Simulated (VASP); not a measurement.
# LiF (P4/mmm) in VASP: notebook, part 2 of 2

VASP 6.6.1.

**3. Single point, LDA (strain +0.000 along x and y, -0.025 along z)**

The input, INCAR:

```
  PREC = Accurate
  ENCUT = 520
  EDIFF = 1E-6
  ISMEAR = 0
  SIGMA = 0.05
  LREAL = False
  LASPH = True
  NELM = 80
  ALGO = Normal
  ISIF = 2
  LWAVE = False
  LCHARG = True
  LELF = True
  LVHAR = True
  NBANDS = 12
```

The input, KPOINTS:

```
Automatic mesh
0
Gamma
  10 10 10
```

The input, POSCAR:

```
LiF
1.0
    2.5595330000      0.0000000000      0.0000000000
    0.0000000000      2.5595330000      0.0000000000
    0.0000000000      0.0000000000      2.4955446750
Li F
1 1
Direct
    0.0000000000      0.0000000000      0.0000000000
    0.5000000000      0.5000000000      0.5000000000
```

Potentials or basis: VASP PAW LDA potentials, release 64 (Li_sv, F).

On the command line:

```bash
$ cat potpaw_LDA.64/Li_sv/POTCAR potpaw_LDA.64/F/POTCAR > POTCAR
$ mpirun -np 1 vasp_std > vasp.out
```

OUTCAR:

```text
PREC = Accurate
   ENCUT = 520
   EDIFF = 1E-6
   ISMEAR = 0
   LREAL = False
   LASPH = True
   NELM = 80
   ISIF = 2

 ion  position               nearest neighbor table
   1  0.000  0.000  0.000-   2 2.20   2 2.20   2 2.20   2 2.20   2 2.20   2 2.20   2 2.20   2 2.20

   2  0.500  0.500  0.500-   1 2.20   1 2.20   1 2.20   1 2.20   1 2.20   1 2.20   1 2.20   1 2.20

  LATTYP: Found a simple tetragonal cell.
 ALAT       =     2.5595330000
 C/A-ratio  =     0.9750000000

  Lattice vectors:

 A1 = (   2.5595330000,   0.0000000000,   0.0000000000)
 A2 = (   0.0000000000,   2.5595330000,   0.0000000000)
 A3 = (   0.0000000000,   0.0000000000,   2.4955446750)

Analysis of symmetry for initial positions (statically):
=====================================================================
 Subroutine PRICEL returns:
 Original cell was already a primitive cell.

 Routine SETGRP: Setting up the symmetry group for a
 simple tetragonal supercell.

 Subroutine GETGRP returns: Found 16 space group operations
 (whereof 16 operations were pure point group operations)
 out of a pool of 16 trial point group operations.

The static configuration has the point symmetry D_4h.

Analysis of symmetry for dynamics (positions and initial velocities):
=====================================================================
 Subroutine PRICEL returns:
 Original cell was already a primitive cell.

 Routine SETGRP: Setting up the symmetry group for a
 simple tetragonal supercell.

 Subroutine GETGRP returns: Found 16 space group operations
 (whereof 16 operations were pure point group operations)
 out of a pool of 16 trial point group operations.

The dynamic configuration has the point symmetry D_4h.

 Subroutine INISYM returns: Found 16 space group operations
 (whereof 16 operations are pure point group operations),
 and found     1 'primitive' translations

----------------------------------------------------------------------------------------

[... 116 lines left out ...]
   LORBIT       =      0    0 simple, 1 ext, 2 COOP (PROOUT), +10 PAW based schemes
   GGA     = CA    functional components
   LHFCALC =     F    Hartree Fock is set to
   AEXX    =    0.0000 exact exchange contribution
   IVDW    =     0    specifies the selected vdW correction
   LEPSILON=     F    determine dielectric tensor
   LRPA    =     F    only Hartree local field effects (RPA)
 non-spin polarized calculation
 Gauss-broadening in eV      SIGMA  =   0.05
  energy-cutoff  :      520.00
  volume of cell :       16.35
 maximum number of plane-waves:       461
 NGX is ok and might be reduce to    20
   NGX =  9   NGY =  9   NGZ =  9

 number of electron      10.0000015 magnetization

 Free energy of the ion-electron system (eV)
  ---------------------------------------------------
  ext. energy  EPLUGINS =         0.00000000
  ---------------------------------------------------
  free energy    TOTEN  =        -9.88181812 eV

  energy without entropy =       -9.88181812  energy(sigma->0) =       -9.88181812

 E-fermi :   0.4441     XC(G=0): -10.7001

 val. band max:        0.1107387523   @ k =   0.5000   0.5000   0.0000
 cond. band min:       7.4942407319   @ k =   0.0000   0.0000   0.0000
 fundamental gap:      7.3835019796
 Fermi energy:         0.4441401920

 k-point     1 :       0.0000    0.0000    0.0000
  band No.  band energies     occupation
      1     -41.6401      2.00000
      2     -20.5330      2.00000
      3      -0.8174      2.00000
      4      -0.8174      2.00000
      5      -0.5321      2.00000
      6       7.4942      0.00000
      7      18.2356      0.00000
      8      18.8917      0.00000
      9      20.5331      0.00000
     10      20.5331      0.00000
     11      21.2749      0.00000
     12      37.7953      0.00000
[... 331 lines left out ...]
 k-point    24 :       0.2000    0.0000    0.1000
  band No.  band energies     occupation
      1     -41.6148      2.00000
      2     -20.3251      2.00000
      3      -1.9874      2.00000
      4      -0.7974      2.00000
      5      -0.6386      2.00000
      6       8.5235      0.00000
      7      15.4730      0.00000
      8      18.1371      0.00000
      9      20.3464      0.00000
     10      22.7198      0.00000
     11      26.2894      0.00000
     12      31.8529      0.00000

 [... further k-points ...]
[... 5 lines left out ...]
  --------------------------------------------------------------------------------------
  -------------------------------------------------------------------------------------
  Total       -0.9077791     -0.9077791     -0.1713612      0.0000000      0.0000000      0.0000000
  in kB      -88.9618741    -88.9618741    -16.7933035      0.0000000      0.0000000      0.0000000
  external PRESSURE =     -64.9056839 kB  Pullay stress =       0.0000000 kB

 VOLUME and BASIS-vectors are now :
 -----------------------------------------------------------------------------
  energy-cutoff  :      520.00
  volume of cell :       16.35
      direct lattice vectors                 reciprocal lattice vectors
     2.559533000  0.000000000  0.000000000     0.390696272  0.000000000  0.000000000
     0.000000000  2.559533000  0.000000000     0.000000000  0.390696272  0.000000000
     0.000000000  0.000000000  2.495544675     0.000000000  0.000000000  0.400714125

 POSITION                                       TOTAL-FORCE (eV/Angst)
 -----------------------------------------------------------------------------------
      0.00000      0.00000      0.00000         0.000000      0.000000      0.000000
      1.27977      1.27977      1.24777         0.000000      0.000000      0.000000
 -----------------------------------------------------------------------------------
    total drift:                                0.000000      0.000000      0.000000

  FREE ENERGIE OF THE ION-ELECTRON SYSTEM (eV)
  ---------------------------------------------------
  free  energy   TOTEN  =        -9.8818181165 eV

  energy  without entropy=       -9.8818181165  energy(sigma->0) =       -9.88181812
```

Run time: 14 s. Hardware: 1 thread of Intel Xeon 8259CL, shared host; peak memory 0.13 GiB.

What came out:

| Property | Result |
| --- | --- |
| Free energy | -9.8818 eV |
| Band gap on the k mesh | 7.38 eV (least direct gap 8.03 eV) |

Caveat: the cell differs from its parent crystal (strain +0.000 along x and y, -0.025 along z); the cutoff is under 1.25 times the usual one of these potentials, so pressure, stress and relaxed cells hold a basis-set (Pulay) error.

**4. Single point, LDA (strain -0.025 along x and y, +0.025 along z)**

The input, INCAR:

```
ALGO = Normal ; EDIFF = 1E-6
ENCUT = 520 ; GGA = CA
ISIF = 2 ; ISMEAR = 0
LASPH = T ; LCHARG = F
LREAL = F ; LWAVE = F
NBANDS = 12 ; NELM = 80
PREC = Accurate ; SIGMA = 0.05
```

The input, KPOINTS:

```
k-points
0
Gamma
  10 10 10
```

The input, POSCAR:

```
LiF
1.0
    2.4955446750      0.0000000000      0.0000000000
    0.0000000000      2.4955446750      0.0000000000
    0.0000000000      0.0000000000      2.6235213250
Li F
1 1
Direct
    0.0000000000      0.0000000000      0.0000000000
    0.5000000000      0.5000000000      0.5000000000
```

Potentials or basis: VASP PAW LDA potentials, release 64 (Li_sv, F).

On the command line:

```bash
$ cat potpaw_LDA.64/Li_sv/POTCAR potpaw_LDA.64/F/POTCAR > POTCAR
$ mpirun -np 1 vasp_std > vasp.out
```

OUTCAR:

```text
EDIFF = 1E-6
   ENCUT = 520
   GGA = CA
   ISIF = 2
   ISMEAR = 0
   LASPH = T
   LREAL = F
   NELM = 80
   PREC = Accurate

 ion  position               nearest neighbor table
   1  0.000  0.000  0.000-   2 2.20   2 2.20   2 2.20   2 2.20   2 2.20   2 2.20   2 2.20   2 2.20

   2  0.500  0.500  0.500-   1 2.20   1 2.20   1 2.20   1 2.20   1 2.20   1 2.20   1 2.20   1 2.20

  LATTYP: Found a simple tetragonal cell.
 ALAT       =     2.4955446750
 C/A-ratio  =     1.0512820513

  Lattice vectors:

 A1 = (   2.4955446750,   0.0000000000,   0.0000000000)
[... 541 lines left out ...]
      8      17.6102      0.00000
      9      21.2214      0.00000
     10      21.7412      0.00000
     11      26.9073      0.00000
     12      31.6718      0.00000

 [... further k-points ...]
[... 5 lines left out ...]
  --------------------------------------------------------------------------------------
  -------------------------------------------------------------------------------------
  Total       -0.1657169     -0.1657169     -1.5985554      0.0000000     -0.0000000      0.0000000
  in kB      -16.2503216    -16.2503216   -156.7555727      0.0000000     -0.0000000      0.0000000
  external PRESSURE =     -63.0854053 kB  Pullay stress =       0.0000000 kB

 VOLUME and BASIS-vectors are now :
 -----------------------------------------------------------------------------
  energy-cutoff  :      520.00
  volume of cell :       16.34
      direct lattice vectors                 reciprocal lattice vectors
     2.495544675  0.000000000  0.000000000     0.400714125  0.000000000  0.000000000
     0.000000000  2.495544675  0.000000000     0.000000000  0.400714125  0.000000000
     0.000000000  0.000000000  2.623521325     0.000000000  0.000000000  0.381167094

 POSITION                                       TOTAL-FORCE (eV/Angst)
 -----------------------------------------------------------------------------------
      0.00000      0.00000      0.00000         0.000000      0.000000      0.000000
      1.24777      1.24777      1.31176         0.000000      0.000000      0.000000
 -----------------------------------------------------------------------------------
    total drift:                                0.000000      0.000000      0.000000

  FREE ENERGIE OF THE ION-ELECTRON SYSTEM (eV)
  ---------------------------------------------------
  free  energy   TOTEN  =        -9.8644590910 eV

  energy  without entropy=       -9.8644590910  energy(sigma->0) =       -9.86445909
```

Wall time 14 s (1 thread of Intel Xeon 8259CL, shared host); peak memory 0.13 GiB.

Results:

```
Free energy            : -9.8645 eV
Band gap on the k mesh : 7.36 eV (least direct gap 8.01 eV)
```

Caveat: the cell differs from its parent crystal (strain -0.025 along x and y, +0.025 along z); the cutoff is under 1.25 times the usual one of these potentials, so pressure, stress and relaxed cells hold a basis-set (Pulay) error. A k mesh can miss the band edges.

**5. Overview**

| cell | gap on the mesh (eV) |
| --- | --- |
| a = 2.496, b = 2.496, c = 2.560 Å, 2 atoms | 7.66 |
| a = 2.560, b = 2.560, c = 2.496 Å, 2 atoms | 7.38 |
| a = 2.496, b = 2.496, c = 2.624 Å, 2 atoms | 7.36 |

Alike in all rows: task single point; level LDA; potentials or basis VASP PAW LDA potentials, release 64 (Li_sv, F); no spin polarisation; k mesh 10 × 10 × 10; cutoff (eV) 520; smearing gaussian 0.05 eV.

Caveats: the cutoff is under 1.25 times the usual one of these potentials, so pressure, stress and relaxed cells hold a basis-set (Pulay) error.

Total energies depend on the potentials used, so only differences within one code and one set of settings carry meaning.
